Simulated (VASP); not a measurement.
# TiAl (lda) (P-6m2) in VASP: a series of runs, part 2 of 2

VASP 6.6.1.

## Step 4: Single point, LDA

This run uses another cell than the first one, of 16.65 Å³/atom, 1.060 times its volume.

INCAR reads:

```
PREC = Accurate ; ENCUT = 520
EDIFF = 1E-6 ; ISMEAR = 0
SIGMA = 0.1 ; LREAL = F
LASPH = T ; NELM = 100
ALGO = Normal ; ISIF = 2
LWAVE = F ; LCHARG = T
LELF = T ; LVHAR = T
NBANDS = 14
```

KPOINTS reads:

```
Automatic mesh
0
Gamma
  9 9 4
```

POSCAR reads:

```
TiAl
1.0
    2.8672622300      0.0000000000      0.0000000000
   -1.4336311200      2.4831219300      0.0000000000
    0.0000000000      0.0000000000      4.6780830000
Ti Al
1 1
Direct
    0.0000000000      0.0000000000      0.0000000000
    0.3333333300      0.6666666700      0.5000000000
```

Potentials or basis: VASP PAW LDA potentials, release 64 (Ti_sv, Al).

Command:

```
cat potpaw_LDA.64/Ti_sv/POTCAR potpaw_LDA.64/Al/POTCAR > POTCAR
mpirun -np 1 vasp_std > vasp.out
```

OUTCAR:

```text
PREC = Accurate
   ENCUT = 520
   EDIFF = 1E-6
   ISMEAR = 0
   LREAL = F
   LASPH = T
   NELM = 100
   ISIF = 2

 ion  position               nearest neighbor table
   1  0.000  0.000  0.000-   2 2.87   2 2.87   2 2.87   2 2.87   2 2.87   2 2.87
   2  0.333  0.667  0.500-   1 2.87   1 2.87   1 2.87   1 2.87   1 2.87   1 2.87

  LATTYP: Found a hexagonal cell.
 ALAT       =     2.8672622300
 C/A-ratio  =     1.6315504564

  Lattice vectors:

 A1 = (   2.8672622300,   0.0000000000,   0.0000000000)
 A2 = (  -1.4336311200,   2.4831219300,   0.0000000000)
 A3 = (   0.0000000000,   0.0000000000,   4.6780830000)

Analysis of symmetry for initial positions (statically):
=====================================================================
 Subroutine PRICEL returns:
 Original cell was already a primitive cell.

 Routine SETGRP: Setting up the symmetry group for a
 hexagonal supercell.

 Subroutine GETGRP returns: Found 12 space group operations
 (whereof 12 operations were pure point group operations)
 out of a pool of 24 trial point group operations.

The static configuration has the point symmetry D_3h.

Analysis of symmetry for dynamics (positions and initial velocities):
=====================================================================
 Subroutine PRICEL returns:
 Original cell was already a primitive cell.

 Routine SETGRP: Setting up the symmetry group for a
 hexagonal supercell.

 Subroutine GETGRP returns: Found 12 space group operations
 (whereof 12 operations were pure point group operations)
 out of a pool of 24 trial point group operations.

The dynamic configuration has the point symmetry D_3h.

 Subroutine INISYM returns: Found 12 space group operations
 (whereof 12 operations are pure point group operations),
 and found     1 'primitive' translations

----------------------------------------------------------------------------------------

                                     Primitive cell

  volume of cell :      33.3068

  direct lattice vectors                    reciprocal lattice vectors
     2.867262230  0.000000000  0.000000000     0.348764752  0.201359424  0.000000000
    -1.433631120  2.483121930  0.000000000     0.000000000  0.402718847  0.000000000
     0.000000000  0.000000000  4.678083000     0.000000000  0.000000000  0.213762774

  length of vectors
     2.867262230  2.867262232  4.678083000     0.402718847  0.402718847  0.213762774

  position of ions in fractional coordinates (direct lattice)
     0.000000000  0.000000000  0.000000000
     0.333333330  0.666666670  0.500000000

  ion indices of the primitive-cell ions
   primitive index   ion index
                 1           1
                 2           2

----------------------------------------------------------------------------------------

 KPOINTS: Automatic mesh

Automatic generation of k-mesh.
 Grid dimensions read from file:
 generate k-points for:    9    9    4

 Generating k-lattice:

  Cartesian coordinates                     Fractional coordinates (reciprocal lattice)
     0.038751639  0.022373269  0.000000000     0.111111111  0.000000000  0.000000000
     0.000000000  0.044746539  0.000000000     0.000000000  0.111111111  0.000000000
     0.000000000  0.000000000  0.053440694     0.000000000  0.000000000  0.250000000

  Length of vectors
     0.044746539  0.044746539  0.053440694

  Shift w.r.t. Gamma in fractional coordinates (k-lattice)
     0.000000000  0.000000000  0.000000000

 Subroutine IBZKPT returns following result:
 ===========================================

 Found     36 irreducible k-points:

 Following reciprocal coordinates:
            Coordinates               Weight
  0.000000  0.000000  0.000000      1.000000
  0.111111  0.000000  0.000000      6.000000
  0.222222  0.000000  0.000000      6.000000
  0.333333  0.000000  0.000000      6.000000
  0.444444  0.000000  0.000000      6.000000
  0.111111  0.111111  0.000000      6.000000
[... 16 lines left out ...]
  0.333333  0.222222  0.250000     24.000000
  0.333333  0.333333  0.250000      4.000000
 [... further k-points ...]
   k-points           NKPTS =     36   k-points in BZ     NKDIM =     36   number of bands    NBANDS=     14
   number of dos      NEDOS =    301   number of ions     NIONS =      2
   total plane-waves  NPLWV =  20736
   dimension x,y,z NGX =    24 NGY =   24 NGZ =   36
   dimension x,y,z NGXF=    48 NGYF=   48 NGZF=   72
   ions per type =               1   1
   NGX,Y,Z   is equivalent  to a cutoff of  13.92, 13.92, 12.79 a.u.
   NGXF,Y,Z  is equivalent  to a cutoff of  27.83, 27.83, 25.59 a.u.
 SYSTEM =  unknown system
   PREC   = accura    normal or accurate (medium, high low for compatibility)
   ISTART =      0    job   : 0-new  1-cont  2-samecut
   ICHARG =      2    charge: 1-file 2-atom 10-const
   ISPIN  =      1    spin polarized calculation?
   LNONCOLLINEAR =      F non collinear calculations
   LSORBIT =      F    spin-orbit coupling
   LASPH  =      T    aspherical Exc in radial PAW
   ENCUT  =  520.0 eV  38.22 Ry    6.18 a.u.   5.33  5.33  8.70*2*pi/ulx,y,z
   NELM   =    100;   NELMIN=  2; NELMDL= -5     # of ELM steps
   EDIFF  = 0.1E-05   stopping-criterion for ELM
   LREAL  =      F    real-space projection
   EDIFFG = 0.1E-04   stopping-criterion for IOM
   NSW    =      0    number of steps for IOM
   IBRION =     -1    ionic relax: 0-MD 1-quasi-New 2-CG
   NFREE  =      0    steps in history (QN), initial steepest desc. (CG)
   ISIF   =      2    stress and relaxation
   ISYM   =      2    0-nonsym 1-usesym 2-fastsym
   POTIM  = 0.5000    time-step for ionic-motion
   TEBEG  =    0.0;   TEEND  =   0.0 temperature during run
   PSTRESS=    0.0 pullay stress
   NELECT =      15.0000    total number of electrons
   NUPDOWN=      -1.0000    fix difference up-down
   EMIN   =  10.00;   EMAX   =-10.00  energy-range for DOS
   EFERMI =   0.00;   METHOD = LEGACY
   ISMEAR =     0;   SIGMA  =   0.10  broadening in eV -4-tet -1-fermi 0-gaus
   EFERMI_NEDOS =   21; number of points for ismear=-14 and -15
   IALGO  =     38    algorithm
   IMIX   =      4    mixing-type and parameters
     AMIX     =   0.40;   BMIX     =  1.00
     AMIX_MAG =   1.60;   BMIX_MAG =  1.00
  volume/ion in A,a.u.               =      16.65       112.38
  Fermi-wavevector in a.u.,A,eV,Ry     =   1.254857  2.371335 21.424622  1.574665
  Thomas-Fermi vector in A             =   2.388641
   LORBIT       =      0    0 simple, 1 ext, 2 COOP (PROOUT), +10 PAW based schemes
   GGA     = CA    functional components
   LHFCALC =     F    Hartree Fock is set to
   AEXX    =    0.0000 exact exchange contribution
   IVDW    =     0    specifies the selected vdW correction
   LEPSILON=     F    determine dielectric tensor
   LRPA    =     F    only Hartree local field effects (RPA)
 non-spin polarized calculation
 Gauss-broadening in eV      SIGMA  =   0.10
  energy-cutoff  :      520.00
  volume of cell :       33.31
 maximum number of plane-waves:       917
 NGX is ok and might be reduce to    24
   NGX = 11   NGY = 11   NGZ = 17

 number of electron      15.0000001 magnetization

 Free energy of the ion-electron system (eV)
  ---------------------------------------------------
  ext. energy  EPLUGINS =         0.00000000
  ---------------------------------------------------
  free energy    TOTEN  =       -13.22386106 eV

  energy without entropy =      -13.20982792  energy(sigma->0) =      -13.21684449

 E-fermi :   7.6724     XC(G=0): -11.1538

 val. band max:        7.6609631388   @ k =   0.3333   0.3333   0.2500
 cond. band min:       7.6823353369   @ k =   0.3333   0.3333   0.5000
 fundamental gap:      0.0213721981
 Fermi energy:         7.6724371680

 k-point     1 :       0.0000    0.0000    0.0000
  band No.  band energies     occupation
      1     -48.1795      2.00000
      2     -24.8962      2.00000
      3     -24.4510      2.00000
      4     -24.4510      2.00000
      5      -1.2555      2.00000
      6       5.3713      2.00000
      7       5.8743      2.00000
      8       8.9047      0.00000
      9       8.9047      0.00000
     10      10.3575      0.00000
     11      10.3575      0.00000
     12      11.5055      0.00000
     13      20.4356      0.00000
     14      20.4356      0.00000
[... 375 lines left out ...]
 k-point    24 :       0.3333    0.3333    0.2500
  band No.  band energies     occupation
      1     -48.0667      2.00000
      2     -24.8654      2.00000
      3     -24.8621      2.00000
      4     -24.7877      2.00000
      5       5.7840      2.00000
      6       5.8354      2.00000
      7       6.1308      2.00000
      8       7.0706      2.00000
      9       7.6610      1.12890
     10      10.1254      0.00000
     11      10.3559      0.00000
     12      10.9412      0.00000
     13      14.4417      0.00000
     14      14.4632      0.00000

 [... further k-points ...]
[... 5 lines left out ...]
  --------------------------------------------------------------------------------------
  -------------------------------------------------------------------------------------
  Total       -1.2174352     -1.2174352     -1.2922868      0.0000000      0.0000000      0.0000000
  in kB      -58.5629633    -58.5629633    -62.1635936      0.0000001      0.0000000      0.0000000
  external PRESSURE =     -59.7631734 kB  Pullay stress =       0.0000000 kB

 VOLUME and BASIS-vectors are now :
 -----------------------------------------------------------------------------
  energy-cutoff  :      520.00
  volume of cell :       33.31
      direct lattice vectors                 reciprocal lattice vectors
     2.867262230  0.000000000  0.000000000     0.348764752  0.201359424  0.000000000
    -1.433631120  2.483121930  0.000000000     0.000000000  0.402718847  0.000000000
     0.000000000  0.000000000  4.678083000     0.000000000  0.000000000  0.213762774

 POSITION                                       TOTAL-FORCE (eV/Angst)
 -----------------------------------------------------------------------------------
      0.00000      0.00000      0.00000        -0.000000      0.000000      0.000000
     -0.00000      1.65541      2.33904         0.000000      0.000000      0.000000
 -----------------------------------------------------------------------------------
    total drift:                               -0.000000      0.000000      0.000000

  FREE ENERGIE OF THE ION-ELECTRON SYSTEM (eV)
  ---------------------------------------------------
  free  energy   TOTEN  =       -13.2238610582 eV

  energy  without entropy=      -13.2098279161  energy(sigma->0) =      -13.21684449
```

Wall time 6.8 s (1 thread of Intel Xeon 6975P-C (Granite Rapids), shared host); peak memory 0.14 GiB.

What came out:

| Property | Result |
| --- | --- |
| Free energy | -13.2239 eV |
| Pressure | -6.0 GPa |

Stress tensor (GPa, compression positive):
```
-5.86  0.00  0.00
 0.00 -5.86  0.00
 0.00  0.00 -6.22
```

## Step 5: Summary

```csv
task,cell,k mesh,cutoff (eV),gap on the mesh (eV),pressure (GPa)
single point,"a = 2.812, b = 2.812, c = 4.590 Å, angles 90.0, 90.0, 120.0°, 2 atoms",18 × 18 × 10,520,none,0.1
relaxation of cell and atoms,"relaxed from a = 2.867, b = 2.867, c = 4.678 Å, angles 90.0, 90.0, 120.0°, 2 atoms",18 × 18 × 10,600,none,0.0
single point,"a = 2.867, b = 2.867, c = 4.678 Å, angles 90.0, 90.0, 120.0°, 2 atoms",9 × 9 × 4,520,none,-6.0
```

Alike in all rows: level LDA; potentials or basis VASP PAW LDA potentials, release 64 (Ti_sv, Al); no spin polarisation; smearing gaussian 0.1 eV.

Total energies depend on the potentials used, so only differences within one code and one set of settings carry meaning.
